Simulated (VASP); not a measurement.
# BaTiO3 (P4mm) in VASP: single point with HSE06

Aim: the single point of BaTiO3 with HSE06.

All numbers are computed with VASP 6.6.1; they aren't measurements. Logs are shortened: lines on timing, memory, paths and dates and some standing lists are left out, and cuts for length are marked.

**1. The cell of the first run**

It takes space group P4mm (No. 99, tetragonal). The conventional cell has a = 3.972 Å, b = 3.972 Å, c = 4.113 Å, α = 90.00°, β = 90.00°, γ = 90.00°. Within 3.7 Å of Ba (site symmetry 4mm) lie 12 O at 2.79 to 2.93 Å and 8 Ti at 3.44 to 3.53 Å. Ti (site symmetry 4mm) has 6 O at 1.82 to 2.29 Å within 2.4 Å. Within 2.6 Å of O (site symmetry 2mm) lie 2 Ti at 1.99 Å. O (site symmetry 4mm) has 2 Ti at 1.82 to 2.29 Å within 2.4 Å.

**2. Single point, HSE06**

The input, POSCAR:

```
BaTiO3
1.0
    3.9720350377      0.0000000000      0.0000000000
    0.0000000000      3.9720350377      0.0000000000
    0.0000000000      0.0000000000      4.1130046808
Ba Ti O
1 1 3
Direct
    0.5000000000      0.5000000000      0.5850405720
    0.0000000000      0.0000000000      0.1031610780
    0.0000000000      0.5000000000      0.0629129854
    0.5000000000      0.0000000000      0.0629129854
    0.0000000000      0.0000000000      0.5459693693
```

The input, INCAR.step1:

```
SYSTEM = BaTiO3
ALGO     = Normal         ! electronic algorithm
EDIFF    = 1E-5           ! SCF threshold, eV
ENCUT    = 520            ! plane-wave cutoff, eV
GGA      = PE             ! functional
ISIF     = 2              ! what is computed and relaxed
ISMEAR   = 0              ! smearing method
KPAR     = 4            
LASPH    = .TRUE.         ! aspherical terms in the spheres
LCHARG   = .FALSE.        ! write CHGCAR
LREAL    = .FALSE.        ! projectors in reciprocal space
LWAVE    = .TRUE.         ! write WAVECAR
NBANDS   = 28             ! bands
NELM     = 80             ! most SCF steps
PREC     = Accurate       ! precision mode
SIGMA    = 0.01           ! smearing width, eV
```

The input, INCAR.step2:

```
SYSTEM = BaTiO3
ALGO     = Normal         ! electronic algorithm
EDIFF    = 1E-6           ! SCF threshold, eV
ENCUT    = 520            ! plane-wave cutoff, eV
GGA      = PE             ! functional
HFSCREEN = 0.2079         ! screening, 1/A
ISIF     = 2              ! what is computed and relaxed
ISMEAR   = 0              ! smearing method
ISTART   = 1            
KPAR     = 4            
LASPH    = .TRUE.         ! aspherical terms in the spheres
LCHARG   = .FALSE.        ! write CHGCAR
LHFCALC  = .TRUE.         ! exact exchange
LREAL    = .FALSE.        ! projectors in reciprocal space
LWAVE    = .FALSE.        ! write WAVECAR
NBANDS   = 28             ! bands
NELM     = 80             ! most SCF steps
PREC     = Accurate       ! precision mode
PRECFOCK = Fast         
SIGMA    = 0.01           ! smearing width, eV
```

The input, KPOINTS:

```
k-points
0
G
  4 4 4
  0 0 0
```

Potentials or basis: VASP PAW PBE potentials, release 64 (Ba_sv, Ti_sv, O).

Run with:

```sh
cat potpaw_PBE.64/Ba_sv/POTCAR potpaw_PBE.64/Ti_sv/POTCAR potpaw_PBE.64/O/POTCAR > POTCAR
cp INCAR.step1 INCAR
mpirun -np 4 vasp_std > vasp.out
cp INCAR.step2 INCAR
mpirun -np 4 vasp_std > vasp.out
```

OUTCAR:

```text
SYSTEM = BaTiO3
   EDIFF = 1E-6
   ENCUT = 520
   GGA = PE
   HFSCREEN = 0.2079
   ISIF = 2
   ISMEAR = 0
   ISTART = 1
   LASPH = .TRUE.
   LHFCALC = .TRUE.
   LREAL = .FALSE.
   NELM = 80
   PREC = Accurate
   PRECFOCK = Fast

 ion  position               nearest neighbor table
   1  0.500  0.500  0.585-   3 2.79   4 2.79   4 2.79   3 2.79   5 2.81   5 2.81   5 2.81   5 2.81
                             3 2.93   4 2.93   3 2.93   4 2.93   2 3.44   2 3.44   2 3.44   2 3.44
   2  0.000  0.000  0.103-   5 1.82   4 1.99   3 1.99   3 1.99   4 1.99   5 2.29   1 3.44   1 3.44
                             1 3.44   1 3.44   1 3.53   1 3.53   1 3.53   1 3.53
   3  0.000  0.500  0.063-   2 1.99   2 1.99   1 2.79   1 2.79   1 2.93   1 2.93
   4  0.500  0.000  0.063-   2 1.99   2 1.99   1 2.79   1 2.79   1 2.93   1 2.93
   5  0.000  0.000  0.546-   2 1.82   2 2.29   1 2.81   1 2.81   1 2.81   1 2.81

  LATTYP: Found a simple tetragonal cell.
 ALAT       =     3.9720350377
 C/A-ratio  =     1.0354905336

  Lattice vectors:

 A1 = (   3.9720350377,   0.0000000000,   0.0000000000)
 A2 = (   0.0000000000,   3.9720350377,   0.0000000000)
 A3 = (   0.0000000000,   0.0000000000,   4.1130046808)

Analysis of symmetry for initial positions (statically):
=====================================================================
 Subroutine PRICEL returns:
 Original cell was already a primitive cell.

 Routine SETGRP: Setting up the symmetry group for a
 simple tetragonal supercell.

 Subroutine GETGRP returns: Found  8 space group operations
 (whereof  8 operations were pure point group operations)
 out of a pool of 16 trial point group operations.

The static configuration has the point symmetry C_4v.

Analysis of symmetry for dynamics (positions and initial velocities):
=====================================================================
 Subroutine PRICEL returns:
 Original cell was already a primitive cell.

 Routine SETGRP: Setting up the symmetry group for a
 simple tetragonal supercell.

 Subroutine GETGRP returns: Found  8 space group operations
 (whereof  8 operations were pure point group operations)
 out of a pool of 16 trial point group operations.

The dynamic configuration has the point symmetry C_4v.

 Subroutine INISYM returns: Found  8 space group operations
 (whereof  8 operations are pure point group operations),
 and found     1 'primitive' translations

----------------------------------------------------------------------------------------

                                     Primitive cell

  volume of cell :      64.8911

  direct lattice vectors                    reciprocal lattice vectors
     3.972035038  0.000000000  0.000000000     0.251760116  0.000000000  0.000000000
     0.000000000  3.972035038  0.000000000     0.000000000  0.251760116  0.000000000
     0.000000000  0.000000000  4.113004681     0.000000000  0.000000000  0.243131257

  length of vectors
     3.972035038  3.972035038  4.113004681     0.251760116  0.251760116  0.243131257

  position of ions in fractional coordinates (direct lattice)
     0.500000000  0.500000000  0.585040572
     0.000000000  0.000000000  0.103161078
     0.000000000  0.500000000  0.062912985
     0.500000000  0.000000000  0.062912985
     0.000000000  0.000000000  0.545969369

  ion indices of the primitive-cell ions
   primitive index   ion index
                 1           1
                 2           2
                 3           3
                 4           4
                 5           5

----------------------------------------------------------------------------------------

 KPOINTS: k-points

Automatic generation of k-mesh.
 Grid dimensions read from file:
 generate k-points for:    4    4    4

 Generating k-lattice:

  Cartesian coordinates                     Fractional coordinates (reciprocal lattice)
     0.062940029  0.000000000  0.000000000     0.250000000  0.000000000  0.000000000
     0.000000000  0.062940029  0.000000000     0.000000000  0.250000000  0.000000000
     0.000000000  0.000000000  0.060782814     0.000000000  0.000000000  0.250000000

  Length of vectors
     0.062940029  0.062940029  0.060782814

  Shift w.r.t. Gamma in fractional coordinates (k-lattice)
     0.000000000  0.000000000  0.000000000

 Subroutine IBZKPT returns following result:
 ===========================================

 Found     18 irreducible k-points:

 Following reciprocal coordinates:
            Coordinates               Weight
  0.000000  0.000000  0.000000      1.000000
  0.250000  0.000000  0.000000      4.000000
  0.500000  0.000000  0.000000      2.000000
  0.250000  0.250000  0.000000      4.000000
  0.500000  0.250000  0.000000      4.000000
  0.500000  0.500000  0.000000      1.000000
[... 10 lines left out ...]
  0.500000  0.250000  0.500000      4.000000
  0.500000  0.500000  0.500000      1.000000
   k-points           NKPTS =     18   k-points in BZ     NKDIM =     64   number of bands    NBANDS=     28
   number of dos      NEDOS =    301   number of ions     NIONS =      5
   total plane-waves  NPLWV =  28800
   dimension x,y,z NGX =    30 NGY =   30 NGZ =   32
   dimension x,y,z NGXF=    60 NGYF=   60 NGZF=   64
   ions per type =               1   1   3
   NGX,Y,Z   is equivalent  to a cutoff of  12.56, 12.56, 12.93 a.u.
   NGXF,Y,Z  is equivalent  to a cutoff of  25.11, 25.11, 25.87 a.u.
 SYSTEM =  BaTiO3
   PREC   = accura    normal or accurate (medium, high low for compatibility)
   ISTART =      1    job   : 0-new  1-cont  2-samecut
   ICHARG =      0    charge: 1-file 2-atom 10-const
   ISPIN  =      1    spin polarized calculation?
   LNONCOLLINEAR =      F non collinear calculations
   LSORBIT =      F    spin-orbit coupling
   LASPH  =      T    aspherical Exc in radial PAW
   ENCUT  =  520.0 eV  38.22 Ry    6.18 a.u.   7.39  7.39  7.65*2*pi/ulx,y,z
   NELM   =     80;   NELMIN=  2; NELMDL=  0     # of ELM steps
   EDIFF  = 0.1E-05   stopping-criterion for ELM
   LREAL  =      F    real-space projection
   EDIFFG = 0.1E-04   stopping-criterion for IOM
   NSW    =      0    number of steps for IOM
   IBRION =     -1    ionic relax: 0-MD 1-quasi-New 2-CG
   NFREE  =      0    steps in history (QN), initial steepest desc. (CG)
   ISIF   =      2    stress and relaxation
   ISYM   =      3    0-nonsym 1-usesym 2-fastsym
   POTIM  = 0.5000    time-step for ionic-motion
   TEBEG  =    0.0;   TEEND  =   0.0 temperature during run
   PSTRESS=    0.0 pullay stress
   NELECT =      40.0000    total number of electrons
   NUPDOWN=      -1.0000    fix difference up-down
   EMIN   =  10.00;   EMAX   =-10.00  energy-range for DOS
   EFERMI =   0.00;   METHOD = LEGACY
   ISMEAR =     0;   SIGMA  =   0.01  broadening in eV -4-tet -1-fermi 0-gaus
   EFERMI_NEDOS =   21; number of points for ismear=-14 and -15
   IALGO  =     38    algorithm
   IMIX   =      1    mixing-type and parameters
     AMIX     =   0.40;   BMIX     =  1.00
     AMIX_MAG =   1.60;   BMIX_MAG =  1.00
  volume/ion in A,a.u.               =      12.98        87.58
  Fermi-wavevector in a.u.,A,eV,Ry     =   1.393263  2.632885 26.411375  1.941181
  Thomas-Fermi vector in A             =   2.516926
   LORBIT       =      0    0 simple, 1 ext, 2 COOP (PROOUT), +10 PAW based schemes
   GGA     = PE    functional components
   LHFCALC =     T    Hartree Fock is set to
   PRECFOCK=fast      Normal, Fast or Accurate (Low or Medium for compatibility)
   ENCUT4O =  -1.0   cutoff for four orbital integrals eV
   NKREDX  =     1    reduce k-point grid by
   NKREDY  =     1    reduce k-point grid by
   NKREDZ  =     1    reduce k-point grid by
   AEXX    =    0.2500 exact exchange contribution
   HFSCREEN=    0.2079 screening length (either q_TF or 0.3 A-1)
   HFSCREENC=   0.2079 screening length for correlation (either q_TF or 0.3 A-1)
   ENCUTFOCK=  -1.0 apply spherical cutoff to Coloumb kernel
   IVDW    =     0    specifies the selected vdW correction
   LEPSILON=     F    determine dielectric tensor
   LRPA    =     F    only Hartree local field effects (RPA)
 non-spin polarized calculation
 Gauss-broadening in eV      SIGMA  =   0.01
  energy-cutoff  :      520.00
  volume of cell :       64.89
 maximum number of plane-waves:      1767
 NGX is ok and might be reduce to    30
  NGX = 18; NGY = 18; NGZ = 18

 number of electron      39.9999987 magnetization

 Free energy of the ion-electron system (eV)
  ---------------------------------------------------
  ext. energy  EPLUGINS =         0.00000000
  ---------------------------------------------------
  free energy    TOTEN  =       -48.44042968 eV

  energy without entropy =      -48.44042968  energy(sigma->0) =      -48.44042968

 E-fermi :   2.9216     XC(G=0):  -9.1901

 val. band max:        2.8697786331   @ k =   0.5000   0.5000   0.5000
 cond. band min:       6.1212766896   @ k =   0.0000   0.0000   0.0000
 fundamental gap:      3.2514980565
 Fermi energy:         2.9215559933

 k-point     1 :       0.0000    0.0000    0.0000
  band No.  band energies     occupation
      1     -58.0690      2.00000
      2     -32.7317      2.00000
      3     -32.6135      2.00000
      4     -32.6135      2.00000
      5     -23.5061      2.00000
      6     -15.7783      2.00000
[... 20 lines left out ...]
     27       9.4800      0.00000
     28      11.5294      0.00000

 k-point     2 :       0.2500    0.0000    0.0000
  band No.  band energies     occupation
      1     -58.0685      2.00000
      2     -32.7300      2.00000
      3     -32.6425      2.00000
      4     -32.6115      2.00000
      5     -23.4345      2.00000
      6     -15.8496      2.00000
[... 20 lines left out ...]
     27      10.5848      0.00000
     28      12.7037      0.00000

 k-point     3 :       0.5000    0.0000    0.0000
  band No.  band energies     occupation
      1     -58.0679      2.00000
      2     -32.7282      2.00000
      3     -32.6713      2.00000
      4     -32.6096      2.00000
      5     -23.3605      2.00000
      6     -16.0058      2.00000
[... 430 lines left out ...]
      3     -32.6658      2.00000
      4     -32.6355      2.00000
      5     -23.2542      2.00000
      6     -15.1235      2.00000
[... 20 lines left out ...]
     27      12.3497      0.00000
     28      12.9039      0.00000

 k-point    18 :       0.5000    0.5000    0.5000
  band No.  band energies     occupation
      1     -58.0664      2.00000
      2     -32.7606      2.00000
      3     -32.6636      2.00000
      4     -32.6636      2.00000
      5     -23.2137      2.00000
      6     -15.0380      2.00000
[... 20 lines left out ...]
     27      12.3857      0.00000
     28      12.4903      0.00000

------------------------ aborting loop because EDIFF is reached ----------------------------------------

  FORCE on cell =-STRESS in cart. coord.  units (eV):
  Direction    XX          YY          ZZ          XY          YZ          ZX
  --------------------------------------------------------------------------------------
  -------------------------------------------------------------------------------------
  Total       -0.1895163     -0.1895163     -0.2027437      0.0000000      0.0000000      0.0000000
  in kB       -4.6792030     -4.6792030     -5.0057892      0.0000000      0.0000000      0.0000000
  external PRESSURE =      -4.7880651 kB  Pullay stress =       0.0000000 kB

 VOLUME and BASIS-vectors are now :
 -----------------------------------------------------------------------------
  energy-cutoff  :      520.00
  volume of cell :       64.89
      direct lattice vectors                 reciprocal lattice vectors
     3.972035038  0.000000000  0.000000000     0.251760116  0.000000000  0.000000000
     0.000000000  3.972035038  0.000000000     0.000000000  0.251760116  0.000000000
     0.000000000  0.000000000  4.113004681     0.000000000  0.000000000  0.243131257

 POSITION                                       TOTAL-FORCE (eV/Angst)
 -----------------------------------------------------------------------------------
      1.98602      1.98602      2.40627        -0.000000     -0.000000     -0.008157
      0.00000      0.00000      0.42430        -0.000000     -0.000000      0.209333
      0.00000      1.98602      0.25876         0.000000     -0.000000      0.019672
      1.98602      0.00000      0.25876         0.000000      0.000000      0.019672
      0.00000      0.00000      2.24557        -0.000000     -0.000000     -0.240519
 -----------------------------------------------------------------------------------
    total drift:                                0.000000      0.000000      0.000038

  FREE ENERGIE OF THE ION-ELECTRON SYSTEM (eV)
  ---------------------------------------------------
  free  energy   TOTEN  =       -48.4404296788 eV

  energy  without entropy=      -48.4404296788  energy(sigma->0) =      -48.44042968
```

Run time: 11 min. Hardware: 4 MPI ranks of Intel Xeon Platinum 8375C at 2.90GHz (Ice Lake), shared host; peak memory 0.3 GiB.

Results:

```
Free energy            : -48.4404 eV
Pressure               : -0.5 GPa
Largest force          : 0.241 eV/Å
Band gap on the k mesh : 3.25 eV (least direct gap 3.73 eV)
```

Forces on the atoms (eV/Å):
```
Ba   0.000  0.000 -0.008
Ti   0.000  0.000  0.209
O    0.000  0.000  0.020
O    0.000  0.000  0.020
O    0.000  0.000 -0.241
```

Levels at points of the mesh, in eV from the valence-band top:
| k point | band 16 | band 17 | band 18 | band 19 | band 20 | band 21 | band 22 | band 23 | band 24 | band 25 |
| --- | --- | --- | --- | --- | --- | --- | --- | --- | --- | --- |
| (0.00, 0.00, 0.00) | -1.69 | -1.37 | -0.73 | -0.48 | -0.48 | 3.25 | 3.75 | 3.75 | 5.51 | 5.68 |
| (0.50, 0.00, 0.00) | -2.12 | -2.06 | -1.80 | -1.46 | -1.26 | 3.88 | 5.14 | 5.21 | 5.57 | 7.31 |
| (0.50, 0.50, 0.00) | -3.14 | -2.17 | -1.17 | -1.17 | -0.07 | 5.25 | 5.25 | 5.72 | 5.84 | 9.32 |
| (0.00, 0.00, 0.50) | -2.24 | -2.21 | -2.10 | -0.77 | -0.77 | 3.41 | 5.13 | 5.13 | 5.51 | 7.63 |
| (0.50, 0.00, 0.50) | -2.85 | -2.01 | -1.15 | -1.09 | -0.42 | 5.15 | 5.18 | 5.54 | 6.41 | 9.18 |
| (0.50, 0.50, 0.50) | -2.71 | -2.71 | -0.35 | -0.35 | 0.00 | 5.81 | 5.81 | 5.93 | 7.81 | 8.12 |

Caveat: the PAW data sets were made with another functional, which shifts forces and pressure a little; spin-orbit coupling is left out, which moves the levels of the heavy elements. A k mesh can miss the band edges.
